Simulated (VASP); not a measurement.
# NaF (Fm-3m) in VASP: notebook

Runs on NaF. Level: PBE. Tasks: single point.

All numbers are computed with VASP 6.6.1; they aren't measurements. Logs are shortened: lines on timing, memory, paths and dates and some standing lists are left out, and cuts for length are marked.

## (1) The cell of the first run

It takes space group Fm-3m (No. 225, cubic). The conventional cell has a = 4.545 Å, b = 4.545 Å, c = 4.545 Å, α = 90.00°, β = 90.00°, γ = 90.00°. Na (site symmetry m-3m) has 6 F at 2.27 Å within 3.0 Å. F (site symmetry m-3m) has 6 Na at 2.27 Å within 3.0 Å.

## (2) Single point, PBE (11.74 Å³/atom)

Contents of INCAR:

```
PREC     = Accurate       # precision mode
ENCUT    = 520            # plane-wave cutoff, eV
EDIFF    = 1E-6           # SCF threshold, eV
ISMEAR   = -1             # smearing method
SIGMA    = 0.05           # smearing width, eV
LREAL    = F              # projectors in reciprocal space
LASPH    = T              # aspherical terms in the spheres
NELM     = 60             # most SCF steps
ALGO     = Normal         # electronic algorithm
ISIF     = 2              # what is computed and relaxed
LWAVE    = F              # write WAVECAR
LCHARG   = F              # write CHGCAR
GGA      = PE             # functional
NBANDS   = 14             # bands
```

Contents of KPOINTS:

```
Automatic mesh
0
Gamma
  10 10 10
```

Contents of POSCAR:

```
NaF
1.0
    0.0000000000      2.2726397722      2.2726397722
    2.2726397722      0.0000000000      2.2726397722
    2.2726397722      2.2726397722      0.0000000000
Na F
1 1
Direct
    0.0000000000      0.0000000000      0.0000000000
    0.5000000000      0.5000000000      0.5000000000
```

Potentials or basis: VASP PAW PBE potentials, release 64 (Na_pv, F).

Run with:

```bash
cat potpaw_PBE.64/Na_pv/POTCAR potpaw_PBE.64/F/POTCAR > POTCAR
mpirun -np 1 vasp_std > vasp.out
```

OUTCAR:

```text
PREC = Accurate
   ENCUT = 520
   EDIFF = 1E-6
   ISMEAR = -1
   LREAL = F
   LASPH = T
   NELM = 60
   ISIF = 2
   GGA = PE

 ion  position               nearest neighbor table
   1  0.000  0.000  0.000-   2 2.27   2 2.27   2 2.27   2 2.27   2 2.27   2 2.27
   2  0.500  0.500  0.500-   1 2.27   1 2.27   1 2.27   1 2.27   1 2.27   1 2.27

  LATTYP: Found a face centered cubic cell.
 ALAT       =     4.5452795444

  Lattice vectors:

 A1 = (   0.0000000000,   2.2726397722,   2.2726397722)
 A2 = (   2.2726397722,   0.0000000000,   2.2726397722)
 A3 = (   2.2726397722,   2.2726397722,   0.0000000000)

Analysis of symmetry for initial positions (statically):
=====================================================================
 Subroutine PRICEL returns:
 Original cell was already a primitive cell.

 Routine SETGRP: Setting up the symmetry group for a
 face centered cubic supercell.

 Subroutine GETGRP returns: Found 48 space group operations
 (whereof 48 operations were pure point group operations)
 out of a pool of 48 trial point group operations.

The static configuration has the point symmetry O_h .

Analysis of symmetry for dynamics (positions and initial velocities):
=====================================================================
 Subroutine PRICEL returns:
 Original cell was already a primitive cell.

 Routine SETGRP: Setting up the symmetry group for a
 face centered cubic supercell.

 Subroutine GETGRP returns: Found 48 space group operations
 (whereof 48 operations were pure point group operations)
 out of a pool of 48 trial point group operations.

The dynamic configuration has the point symmetry O_h .

 Subroutine INISYM returns: Found 48 space group operations
 (whereof 48 operations are pure point group operations),
 and found     1 'primitive' translations

----------------------------------------------------------------------------------------

                                     Primitive cell

  volume of cell :      23.4759

  direct lattice vectors                    reciprocal lattice vectors
     0.000000000  2.272639772  2.272639772    -0.220008470  0.220008470  0.220008470
     2.272639772  0.000000000  2.272639772     0.220008470 -0.220008470  0.220008470
     2.272639772  2.272639772  0.000000000     0.220008470  0.220008470 -0.220008470

  length of vectors
     3.213997988  3.213997988  3.213997988     0.381065849  0.381065849  0.381065849

  position of ions in fractional coordinates (direct lattice)
     0.000000000  0.000000000  0.000000000
     0.500000000  0.500000000  0.500000000

  ion indices of the primitive-cell ions
   primitive index   ion index
                 1           1
                 2           2

----------------------------------------------------------------------------------------

 KPOINTS: Automatic mesh

Automatic generation of k-mesh.
 Grid dimensions read from file:
 generate k-points for:   10   10   10

 Generating k-lattice:

  Cartesian coordinates                     Fractional coordinates (reciprocal lattice)
    -0.022000847  0.022000847  0.022000847     0.100000000  0.000000000  0.000000000
     0.022000847 -0.022000847  0.022000847     0.000000000  0.100000000  0.000000000
     0.022000847  0.022000847 -0.022000847     0.000000000  0.000000000  0.100000000

  Length of vectors
     0.038106585  0.038106585  0.038106585

  Shift w.r.t. Gamma in fractional coordinates (k-lattice)
     0.000000000  0.000000000  0.000000000

 Subroutine IBZKPT returns following result:
 ===========================================

 Found     47 irreducible k-points:

 Following reciprocal coordinates:
            Coordinates               Weight
  0.000000  0.000000  0.000000      1.000000
  0.100000  0.000000  0.000000      8.000000
  0.200000  0.000000  0.000000      8.000000
  0.300000  0.000000  0.000000      8.000000
  0.400000  0.000000  0.000000      8.000000
  0.500000  0.000000  0.000000      4.000000
[... 16 lines left out ...]
  0.300000  0.300000  0.000000      6.000000
  0.400000  0.300000  0.000000     24.000000
 [... further k-points ...]
   k-points           NKPTS =     47   k-points in BZ     NKDIM =     47   number of bands    NBANDS=     14
   number of dos      NEDOS =    301   number of ions     NIONS =      2
   total plane-waves  NPLWV =  13824
   dimension x,y,z NGX =    24 NGY =   24 NGZ =   24
   dimension x,y,z NGXF=    48 NGYF=   48 NGZF=   48
   ions per type =               1   1
   NGX,Y,Z   is equivalent  to a cutoff of  12.41, 12.41, 12.41 a.u.
   NGXF,Y,Z  is equivalent  to a cutoff of  24.83, 24.83, 24.83 a.u.
 SYSTEM =  unknown system
   PREC   = accura    normal or accurate (medium, high low for compatibility)
   ISTART =      0    job   : 0-new  1-cont  2-samecut
   ICHARG =      2    charge: 1-file 2-atom 10-const
   ISPIN  =      1    spin polarized calculation?
   LNONCOLLINEAR =      F non collinear calculations
   LSORBIT =      F    spin-orbit coupling
   LASPH  =      T    aspherical Exc in radial PAW
   ENCUT  =  520.0 eV  38.22 Ry    6.18 a.u.   5.98  5.98  5.98*2*pi/ulx,y,z
   NELM   =     60;   NELMIN=  2; NELMDL= -5     # of ELM steps
   EDIFF  = 0.1E-05   stopping-criterion for ELM
   LREAL  =      F    real-space projection
   EDIFFG = 0.1E-04   stopping-criterion for IOM
   NSW    =      0    number of steps for IOM
   IBRION =     -1    ionic relax: 0-MD 1-quasi-New 2-CG
   NFREE  =      0    steps in history (QN), initial steepest desc. (CG)
   ISIF   =      2    stress and relaxation
   ISYM   =      2    0-nonsym 1-usesym 2-fastsym
   POTIM  = 0.5000    time-step for ionic-motion
   TEBEG  =    0.0;   TEEND  =   0.0 temperature during run
   PSTRESS=    0.0 pullay stress
   NELECT =      14.0000    total number of electrons
   NUPDOWN=      -1.0000    fix difference up-down
   EMIN   =  10.00;   EMAX   =-10.00  energy-range for DOS
   EFERMI =   0.00;   METHOD = LEGACY
   ISMEAR =    -1;   SIGMA  =   0.05  broadening in eV -4-tet -1-fermi 0-gaus
   EFERMI_NEDOS =   21; number of points for ismear=-14 and -15
   IALGO  =     38    algorithm
   IMIX   =      4    mixing-type and parameters
     AMIX     =   0.40;   BMIX     =  1.00
     AMIX_MAG =   1.60;   BMIX_MAG =  1.00
  volume/ion in A,a.u.               =      11.74        79.21
  Fermi-wavevector in a.u.,A,eV,Ry     =   1.377982  2.604009 25.835214  1.898835
  Thomas-Fermi vector in A             =   2.503085
   LORBIT       =      0    0 simple, 1 ext, 2 COOP (PROOUT), +10 PAW based schemes
   GGA     = PE    functional components
   LHFCALC =     F    Hartree Fock is set to
   AEXX    =    0.0000 exact exchange contribution
   IVDW    =     0    specifies the selected vdW correction
   LEPSILON=     F    determine dielectric tensor
   LRPA    =     F    only Hartree local field effects (RPA)
 non-spin polarized calculation
  energy-cutoff  :      520.00
  volume of cell :       23.48
 maximum number of plane-waves:       643
   NGX = 11   NGY = 11   NGZ = 11

 number of electron      14.0000005 magnetization

 Free energy of the ion-electron system (eV)
  ---------------------------------------------------
  ext. energy  EPLUGINS =         0.00000000
  ---------------------------------------------------
  free energy    TOTEN  =        -8.52648316 eV

  energy without entropy =       -8.52648316  energy(sigma->0) =       -8.52648316

 E-fermi :  -0.6397     XC(G=0):  -9.4356

 val. band max:       -1.8195217500   @ k =   0.0000   0.0000   0.0000
 cond. band min:       4.8048010437   @ k =   0.0000   0.0000   0.0000
 fundamental gap:      6.6243227937
 Fermi energy:        -0.6397019021

 k-point     1 :       0.0000    0.0000    0.0000
  band No.  band energies     occupation
      1     -21.0955      2.00000
      2     -20.5977      2.00000
      3     -20.5977      2.00000
      4     -20.5977      2.00000
      5      -1.8195      2.00000
      6      -1.8195      2.00000
      7      -1.8195      2.00000
      8       4.8048      0.00000
      9      17.5728      0.00000
     10      17.5728      0.00000
     11      17.5728      0.00000
     12      20.5568      0.00000
     13      22.8007      0.00000
     14      22.8007      0.00000

 k-point     2 :       0.1000    0.0000    0.0000
  band No.  band energies     occupation
      1     -21.2090      2.00000
      2     -20.5990      2.00000
      3     -20.5990      2.00000
      4     -20.4694      2.00000
      5      -2.0313      2.00000
      6      -1.8475      2.00000
      7      -1.8475      2.00000
      8       5.1773      0.00000
      9      16.2719      0.00000
     10      17.7450      0.00000
     11      17.7451      0.00000
     12      22.0686      0.00000
     13      22.4284      0.00000
     14      22.4284      0.00000

 k-point     3 :       0.2000    0.0000    0.0000
  band No.  band energies     occupation
      1     -21.3965      2.00000
      2     -20.6025      2.00000
      3     -20.6025      2.00000
      4     -20.2415      2.00000
      5      -2.5195      2.00000
      6      -1.9199      2.00000
      7      -1.9199      2.00000
      8       6.1328      0.00000
      9      14.4996      0.00000
     10      18.1856      0.00000
     11      18.1856      0.00000
     12      21.8313      0.00000
     13      21.8313      0.00000
     14      23.4375      0.00000

 k-point     4 :       0.3000    0.0000    0.0000
  band No.  band energies     occupation
      1     -21.5546      2.00000
      2     -20.6068      2.00000
      3     -20.6068      2.00000
      4     -20.0321      2.00000
      5      -3.0346      2.00000
      6      -2.0081      2.00000
      7      -2.0081      2.00000
      8       7.3727      0.00000
      9      13.0116      0.00000
     10      18.6536      0.00000
     11      18.6536      0.00000
     12      21.5424      0.00000
     13      21.5424      0.00000
     14      23.2651      0.00000

 k-point     5 :       0.4000    0.0000    0.0000
  band No.  band energies     occupation
      1     -21.6564      2.00000
      2     -20.6103      2.00000
      3     -20.6103      2.00000
      4     -19.8886      2.00000
      5      -3.4042      2.00000
      6      -2.0783      2.00000
      7      -2.0783      2.00000
      8       8.6162      0.00000
      9      11.8108      0.00000
     10      18.8869      0.00000
     11      18.8869      0.00000
[... 276 lines left out ...]
 k-point    22 :      -0.2000    0.2000    0.0000
  band No.  band energies     occupation
      1     -21.5116      2.00000
      2     -20.6467      2.00000
      3     -20.6038      2.00000
      4     -20.0468      2.00000
      5      -2.9731      2.00000
      6      -2.2160      2.00000
      7      -2.0261      2.00000
      8       7.8172      0.00000
      9      13.0625      0.00000
     10      16.8663      0.00000
     11      19.8787      0.00000
     12      19.9442      0.00000
     13      21.5552      0.00000
     14      25.6623      0.00000

 k-point    23 :       0.3000    0.3000    0.0000
  band No.  band energies     occupation
      1     -21.3179      2.00000
      2     -20.6396      2.00000
      3     -20.6396      2.00000
      4     -20.2547      2.00000
      5      -2.9657      2.00000
      6      -2.1143      2.00000
      7      -2.1143      2.00000
      8       8.1824      0.00000
      9      12.8161      0.00000
     10      16.6903      0.00000
     11      18.3658      0.00000
     12      18.3658      0.00000
     13      24.8178      0.00000
     14      25.1405      0.00000

 k-point    24 :       0.4000    0.3000    0.0000
  band No.  band energies     occupation
      1     -21.2818      2.00000
      2     -20.6560      2.00000
      3     -20.6460      2.00000
      4     -20.2721      2.00000
      5      -3.0829      2.00000
      6      -2.2312      2.00000
      7      -2.1707      2.00000
      8       9.2118      0.00000
      9      12.2785      0.00000
     10      15.5364      0.00000
     11      18.4839      0.00000
     12      18.5362      0.00000
     13      24.5432      0.00000
     14      25.5541      0.00000

 [... further k-points ...]

------------------------ aborting loop because EDIFF is reached ----------------------------------------

  FORCE on cell =-STRESS in cart. coord.  units (eV):
  Direction    XX          YY          ZZ          XY          YZ          ZX
  --------------------------------------------------------------------------------------
  -------------------------------------------------------------------------------------
  Total        0.8253284      0.8253284      0.8253284      0.0000000      0.0000000     -0.0000000
  in kB       56.3268615     56.3268615     56.3268615      0.0000000      0.0000000     -0.0000000
  external PRESSURE =      56.3268615 kB  Pullay stress =       0.0000000 kB

 VOLUME and BASIS-vectors are now :
 -----------------------------------------------------------------------------
  energy-cutoff  :      520.00
  volume of cell :       23.48
      direct lattice vectors                 reciprocal lattice vectors
     0.000000000  2.272639772  2.272639772    -0.220008470  0.220008470  0.220008470
     2.272639772  0.000000000  2.272639772     0.220008470 -0.220008470  0.220008470
     2.272639772  2.272639772  0.000000000     0.220008470  0.220008470 -0.220008470

 POSITION                                       TOTAL-FORCE (eV/Angst)
 -----------------------------------------------------------------------------------
      0.00000      0.00000      0.00000         0.000000      0.000000      0.000000
      2.27264      2.27264      2.27264        -0.000000     -0.000000     -0.000000
 -----------------------------------------------------------------------------------
    total drift:                                0.000000     -0.000000      0.000000

  FREE ENERGIE OF THE ION-ELECTRON SYSTEM (eV)
  ---------------------------------------------------
  free  energy   TOTEN  =        -8.5264831642 eV

  energy  without entropy=       -8.5264831642  energy(sigma->0) =       -8.52648316
```

It took 7.9 s on 1 thread of Intel Xeon Platinum 8259CL at 2.50GHz (Skylake/Cascade Lake), shared host; peak memory 0.13 GiB.

What came out:

```yaml
Free_energy: -8.5265 eV
Pressure: 5.6 GPa
Band_gap_on_the_k_mesh: 6.62 eV
```

Caveat: the cell stands under pressure.

(Continued in part 2 of 2.)
